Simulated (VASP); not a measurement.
# AgCl in VASP: notebook

The runs below take AgCl through single point, molecular dynamics, with PBEsol.

Everything below comes from runs of VASP 6.6.1. Logs are shortened: lines on timing, memory, paths and dates and some standing lists are left out, and cuts for length are marked.

## Step 1: The cell of the first run

The typed cell holds 8 atoms: a = 6.868 Å, b = 6.868 Å, c = 3.434 Å, α = 90.00°, β = 90.00°, γ = 90.00°.

## Step 2: Single point, PBEsol

Input file INCAR:

```
SYSTEM = AgCl
ALGO = Normal
EDIFF = 1E-6
ENCUT = 400
GGA = PS
GGA_COMPAT = .False.
ISIF = 2
ISMEAR = 0
LASPH = .True.
LCHARG = .False.
LREAL = .False.
LWAVE = .False.
NBANDS = 46
NELM = 120
PREC = Accurate
SIGMA = 0.01
```

Input file KPOINTS:

```
k-points
0
Gamma
  1 1 2
  0 0 0
```

Input file POSCAR:

```
AgCl
1.0
    6.8679460000      0.0000000000      0.0000000000
    0.0000000000      6.8679460000      0.0000000000
    0.0000000000      0.0000000000      3.4339730000
Ag Cl
4 4
Direct
    0.0044409202     -0.0006199816     -0.0012390895
   -0.0034180525      0.5018118954      0.0059368551
    0.5005316000      0.0005851822      0.0032624019
    0.4986707816      0.4996240506     -0.0009059477
    0.2511075364      0.2511864537      0.5008609561
    0.2511445198      0.7452296509      0.4870396477
    0.7510404130      0.2515720129      0.4951224136
    0.7460217363      0.7477484535      0.4955114673
```

Potentials or basis: VASP PAW PBE potentials, release 64 (Ag, Cl).

Launch:

```
> cat potpaw_PBE.64/Ag/POTCAR potpaw_PBE.64/Cl/POTCAR > POTCAR
> mpirun -np 1 vasp_std > vasp.out
```

OUTCAR:

```text
SYSTEM = AgCl
   EDIFF = 1E-6
   ENCUT = 400
   GGA = PS
   ISIF = 2
   ISMEAR = 0
   LASPH = .True.
   LREAL = .False.
   NELM = 120
   PREC = Accurate

 ion  position               nearest neighbor table
   1  0.004  0.999  0.999-   6 2.95   5 2.96   5 2.97   7 2.99   6 3.00   7 3.00   8 3.01   8 3.02
                             3 3.41   2 3.42   2 3.45   3 3.46
   2  0.997  0.502  0.006-   6 2.93   7 2.94   8 2.94   7 2.98   8 2.98   5 2.98   6 3.00   5 3.00
                             1 3.42   4 3.42   4 3.45   1 3.45
   3  0.501  0.001  0.003-   8 2.95   6 2.96   7 2.96   5 2.97   5 2.98   8 2.98   7 3.00   6 3.03
                             1 3.41   4 3.43   4 3.44   1 3.46
   4  0.499  0.500  0.999-   6 2.92   8 2.95   5 2.95   5 2.96   8 2.96   7 2.97   6 2.97   7 2.98
                             2 3.42   3 3.43   3 3.44   2 3.45
   5  0.251  0.251  0.501-   4 2.95   4 2.96   1 2.96   3 2.97   1 2.97   3 2.98   2 2.98   2 3.00

   6  0.251  0.745  0.487-   4 2.92   2 2.93   1 2.95   3 2.96   4 2.97   1 3.00   2 3.00   3 3.03

   7  0.751  0.252  0.495-   2 2.94   3 2.96   4 2.97   2 2.98   4 2.98   1 2.99   3 3.00   1 3.00

   8  0.746  0.748  0.496-   2 2.94   4 2.95   3 2.95   4 2.96   2 2.98   3 2.98   1 3.01   1 3.02

  LATTYP: Found a simple tetragonal cell.
 ALAT       =     6.8679460000
 C/A-ratio  =     0.5000000000

  Lattice vectors:

 A1 = (   6.8679460000,   0.0000000000,   0.0000000000)
 A2 = (   0.0000000000,   6.8679460000,   0.0000000000)
 A3 = (   0.0000000000,   0.0000000000,   3.4339730000)

Analysis of symmetry for initial positions (statically):
=====================================================================
 Subroutine PRICEL returns:
 Original cell was already a primitive cell.

 Routine SETGRP: Setting up the symmetry group for a
 simple tetragonal supercell.

 Subroutine GETGRP returns: Found  1 space group operations
 (whereof  1 operations were pure point group operations)
 out of a pool of 16 trial point group operations.

The static configuration has the point symmetry C_1 .

Analysis of symmetry for dynamics (positions and initial velocities):
=====================================================================
 Subroutine PRICEL returns:
 Original cell was already a primitive cell.

 Routine SETGRP: Setting up the symmetry group for a
 simple tetragonal supercell.

 Subroutine GETGRP returns: Found  1 space group operations
 (whereof  1 operations were pure point group operations)
 out of a pool of 16 trial point group operations.

The dynamic configuration has the point symmetry C_1 .

 Subroutine INISYM returns: Found  1 space group operations
 (whereof  1 operations are pure point group operations),
 and found     1 'primitive' translations

----------------------------------------------------------------------------------------

                                     Primitive cell

  volume of cell :     161.9760

  direct lattice vectors                    reciprocal lattice vectors
     6.867946000  0.000000000  0.000000000     0.145603940  0.000000000  0.000000000
     0.000000000  6.867946000  0.000000000     0.000000000  0.145603940  0.000000000
     0.000000000  0.000000000  3.433973000     0.000000000  0.000000000  0.291207881

  length of vectors
     6.867946000  6.867946000  3.433973000     0.145603940  0.145603940  0.291207881

  position of ions in fractional coordinates (direct lattice)
     0.004440920  0.999380018  0.998760911
     0.996581947  0.501811895  0.005936855
     0.500531600  0.000585182  0.003262402
     0.498670782  0.499624051  0.999094052
     0.251107536  0.251186454  0.500860956
     0.251144520  0.745229651  0.487039648
     0.751040413  0.251572013  0.495122414
     0.746021736  0.747748454  0.495511467

  ion indices of the primitive-cell ions
   primitive index   ion index
                 1           1
                 2           2
                 3           3
                 4           4
                 5           5
                 6           6
                 7           7
                 8           8

----------------------------------------------------------------------------------------

 KPOINTS: k-points

Automatic generation of k-mesh.
 Grid dimensions read from file:
 generate k-points for:    1    1    2

 Generating k-lattice:

  Cartesian coordinates                     Fractional coordinates (reciprocal lattice)
     0.145603940  0.000000000  0.000000000     1.000000000  0.000000000  0.000000000
     0.000000000  0.145603940  0.000000000     0.000000000  1.000000000  0.000000000
     0.000000000  0.000000000  0.145603940     0.000000000  0.000000000  0.500000000

  Length of vectors
     0.145603940  0.145603940  0.145603940

  Shift w.r.t. Gamma in fractional coordinates (k-lattice)
     0.000000000  0.000000000  0.000000000

 Subroutine IBZKPT returns following result:
 ===========================================

 Found      2 irreducible k-points:

 Following reciprocal coordinates:
            Coordinates               Weight
  0.000000  0.000000  0.000000      1.000000
  0.000000  0.000000  0.500000      1.000000
   k-points           NKPTS =      2   k-points in BZ     NKDIM =      2   number of bands    NBANDS=     46
   number of dos      NEDOS =    301   number of ions     NIONS =      8
   total plane-waves  NPLWV =  55296
   dimension x,y,z NGX =    48 NGY =   48 NGZ =   24
   dimension x,y,z NGXF=    96 NGYF=   96 NGZF=   48
   ions per type =               4   4
   NGX,Y,Z   is equivalent  to a cutoff of  11.62, 11.62, 11.62 a.u.
   NGXF,Y,Z  is equivalent  to a cutoff of  23.24, 23.24, 23.24 a.u.
 SYSTEM =  AgCl
   PREC   = accura    normal or accurate (medium, high low for compatibility)
   ISTART =      0    job   : 0-new  1-cont  2-samecut
   ICHARG =      2    charge: 1-file 2-atom 10-const
   ISPIN  =      1    spin polarized calculation?
   LNONCOLLINEAR =      F non collinear calculations
   LSORBIT =      F    spin-orbit coupling
   LASPH  =      T    aspherical Exc in radial PAW
   ENCUT  =  400.0 eV  29.40 Ry    5.42 a.u.  11.20 11.20  5.60*2*pi/ulx,y,z
   NELM   =    120;   NELMIN=  2; NELMDL= -5     # of ELM steps
   EDIFF  = 0.1E-05   stopping-criterion for ELM
   LREAL  =      F    real-space projection
   EDIFFG = 0.1E-04   stopping-criterion for IOM
   NSW    =      0    number of steps for IOM
   IBRION =     -1    ionic relax: 0-MD 1-quasi-New 2-CG
   NFREE  =      0    steps in history (QN), initial steepest desc. (CG)
   ISIF   =      2    stress and relaxation
   ISYM   =      2    0-nonsym 1-usesym 2-fastsym
   POTIM  = 0.5000    time-step for ionic-motion
   TEBEG  =    0.0;   TEEND  =   0.0 temperature during run
   PSTRESS=    0.0 pullay stress
   NELECT =      72.0000    total number of electrons
   NUPDOWN=      -1.0000    fix difference up-down
   EMIN   =  10.00;   EMAX   =-10.00  energy-range for DOS
   EFERMI =   0.00;   METHOD = LEGACY
   ISMEAR =     0;   SIGMA  =   0.01  broadening in eV -4-tet -1-fermi 0-gaus
   EFERMI_NEDOS =   21; number of points for ismear=-14 and -15
   IALGO  =     38    algorithm
   IMIX   =      4    mixing-type and parameters
     AMIX     =   0.40;   BMIX     =  1.00
     AMIX_MAG =   1.60;   BMIX_MAG =  1.00
  volume/ion in A,a.u.               =      20.25       136.63
  Fermi-wavevector in a.u.,A,eV,Ry     =   1.249402  2.361027 21.238760  1.561005
  Thomas-Fermi vector in A             =   2.383444
   LORBIT       =      0    0 simple, 1 ext, 2 COOP (PROOUT), +10 PAW based schemes
   GGA     = PS    functional components
   LHFCALC =     F    Hartree Fock is set to
   AEXX    =    0.0000 exact exchange contribution
   IVDW    =     0    specifies the selected vdW correction
   LEPSILON=     F    determine dielectric tensor
   LRPA    =     F    only Hartree local field effects (RPA)
 non-spin polarized calculation
 Gauss-broadening in eV      SIGMA  =   0.01
  energy-cutoff  :      400.00
  volume of cell :      161.98
 maximum number of plane-waves:      2971
 NGX is ok and might be reduce to    48
   NGX = 23   NGY = 23   NGZ = 11

 number of electron      71.9999980 magnetization

 Free energy of the ion-electron system (eV)
  ---------------------------------------------------
  ext. energy  EPLUGINS =         0.00000000
  ---------------------------------------------------
  free energy    TOTEN  =       -19.00574542 eV

  energy without entropy =      -19.00574542  energy(sigma->0) =      -19.00574542

 E-fermi :   4.1797     XC(G=0): -10.5444

 val. band max:        4.1106989030   @ k =   0.0000   0.0000   0.0000
 cond. band min:       4.2557928979   @ k =   0.0000   0.0000   0.0000
 fundamental gap:      0.1450939949
 Fermi energy:         4.1796678257

 k-point     1 :       0.0000    0.0000    0.0000
  band No.  band energies     occupation
      1     -10.2987      2.00000
      2      -9.7908      2.00000
      3      -9.7849      2.00000
      4      -9.4676      2.00000
      5      -1.1150      2.00000
      6      -1.1148      2.00000
      7       0.4905      2.00000
      8       0.4907      2.00000
      9       0.8985      2.00000
     10       0.9027      2.00000
     11       0.9482      2.00000
     12       0.9522      2.00000
     13       0.9528      2.00000
     14       0.9548      2.00000
     15       1.0480      2.00000
     16       1.0505      2.00000
     17       1.1436      2.00000
     18       1.5726      2.00000
     19       1.5798      2.00000
     20       1.5817      2.00000
     21       1.8583      2.00000
     22       1.8619      2.00000
     23       1.8658      2.00000
     24       1.9188      2.00000
     25       1.9244      2.00000
     26       2.1475      2.00000
     27       2.2779      2.00000
     28       2.2831      2.00000
     29       2.7092      2.00000
     30       2.7099      2.00000
     31       2.7135      2.00000
     32       3.3956      2.00000
     33       4.1003      2.00000
     34       4.1062      2.00000
     35       4.1091      2.00000
     36       4.1107      2.00000
     37       4.2558      0.00000
     38       6.4102      0.00000
     39       8.5892      0.00000
     40       8.5904      0.00000
     41       9.3717      0.00000
     42       9.3790      0.00000
     43      12.6711      0.00000
     44      12.6835      0.00000
     45      13.2334      0.00000
     46      13.2593      0.00000

 k-point     2 :       0.0000    0.0000    0.5000
  band No.  band energies     occupation
      1      -9.7894      2.00000
      2      -9.4718      2.00000
      3      -9.4663      2.00000
      4      -9.0702      2.00000
      5      -1.1146      2.00000
      6      -0.4208      2.00000
      7      -0.4193      2.00000
      8      -0.4183      2.00000
      9       0.4880      2.00000
     10       0.4896      2.00000
     11       0.4910      2.00000
     12       0.4944      2.00000
     13       0.9488      2.00000
     14       0.9532      2.00000
     15       1.0458      2.00000
     16       1.1427      2.00000
     17       1.1458      2.00000
     18       1.5727      2.00000
     19       1.5739      2.00000
     20       1.5770      2.00000
     21       1.5793      2.00000
     22       1.5803      2.00000
     23       1.5810      2.00000
     24       1.9178      2.00000
     25       2.1329      2.00000
     26       2.1456      2.00000
     27       2.1756      2.00000
     28       2.1888      2.00000
     29       2.2837      2.00000
     30       3.3933      2.00000
     31       3.3953      2.00000
     32       3.7663      2.00000
     33       3.7671      2.00000
     34       3.7692      2.00000
     35       4.1072      2.00000
     36       4.1074      2.00000
     37       6.4108      0.00000
     38       6.4131      0.00000
     39       8.4287      0.00000
     40       8.4309      0.00000
     41       8.4325      0.00000
     42       8.5894      0.00000
     43       9.3779      0.00000
     44      10.3000      0.00000
     45      12.6722      0.00000
     46      12.6944      0.00000

------------------------ aborting loop because EDIFF is reached ----------------------------------------

  FORCE on cell =-STRESS in cart. coord.  units (eV):
  Direction    XX          YY          ZZ          XY          YZ          ZX
  --------------------------------------------------------------------------------------
  -------------------------------------------------------------------------------------
  Total        2.6169322      2.6066431      2.6284205     -0.0012968     -0.0012988     -0.0493929
  in kB       25.8852540     25.7834803     25.9988905     -0.0128271     -0.0128470     -0.4885677
  external PRESSURE =      25.8892083 kB  Pullay stress =       0.0000000 kB

 VOLUME and BASIS-vectors are now :
 -----------------------------------------------------------------------------
  energy-cutoff  :      400.00
  volume of cell :      161.98
      direct lattice vectors                 reciprocal lattice vectors
     6.867946000  0.000000000  0.000000000     0.145603940  0.000000000  0.000000000
     0.000000000  6.867946000  0.000000000     0.000000000  0.145603940  0.000000000
     0.000000000  0.000000000  3.433973000     0.000000000  0.000000000  0.291207881

 POSITION                                       TOTAL-FORCE (eV/Angst)
 -----------------------------------------------------------------------------------
      0.03050      6.86369      3.42972         0.027016      0.014065      0.011695
      6.84447      3.44642      0.02039        -0.028475      0.013677      0.056432
      3.43762      0.00402      0.01120         0.001557      0.019977      0.046840
      3.42484      3.43139      3.43086         0.013194      0.000881      0.009113
      1.72459      1.72513      1.71994         0.062852     -0.192566      0.209806
      1.72485      5.11820      1.67248        -0.181258      0.046287     -0.324950
      5.15811      1.72778      1.70024         0.140651     -0.043815      0.007931
      5.12364      5.13550      1.70157        -0.035537      0.141495     -0.016867
 -----------------------------------------------------------------------------------
    total drift:                               -0.000031      0.000222      0.000039

  FREE ENERGIE OF THE ION-ELECTRON SYSTEM (eV)
  ---------------------------------------------------
  free  energy   TOTEN  =       -19.0057454155 eV

  energy  without entropy=      -19.0057454155  energy(sigma->0) =      -19.00574542
```

It took 7.5 s on 1 thread of Intel Xeon 6975P-C (Granite Rapids), shared host; peak memory 0.21 GiB.

Results:

- Free energy: -19.0057 eV
- Pressure: 2.6 GPa
- Largest force: 0.375 eV/Å
- Band gap on the k mesh: 0.15 eV

Forces on the atoms (eV/Å):
```
Ag   0.027  0.014  0.012
Ag  -0.028  0.014  0.056
Ag   0.002  0.020  0.047
Ag   0.013  0.001  0.009
Cl   0.063 -0.193  0.210
Cl  -0.181  0.046 -0.325
Cl   0.141 -0.044  0.008
Cl  -0.036  0.141 -0.017
```

Levels at points of the mesh, in eV from the valence-band top:
```tsv
k point	band 33	band 34	band 35	band 36	band 37	band 38	band 39	band 40
(0.00, 0.00, 0.00)	-0.01	0.00	0.00	0.00	0.15	2.30	4.48	4.48
(0.00, 0.00, 0.50)	-0.34	-0.34	0.00	0.00	2.30	2.30	4.32	4.32
```

Caveat: the k points lie up to 0.91 Å⁻¹ apart, too coarse for converged energies, forces and pressures; semilocal functionals underestimate gaps, and a narrow one can read as zero; the PAW data sets were made with another functional, which shifts forces and pressure a little.

(Part 1 of 2 ends here.)
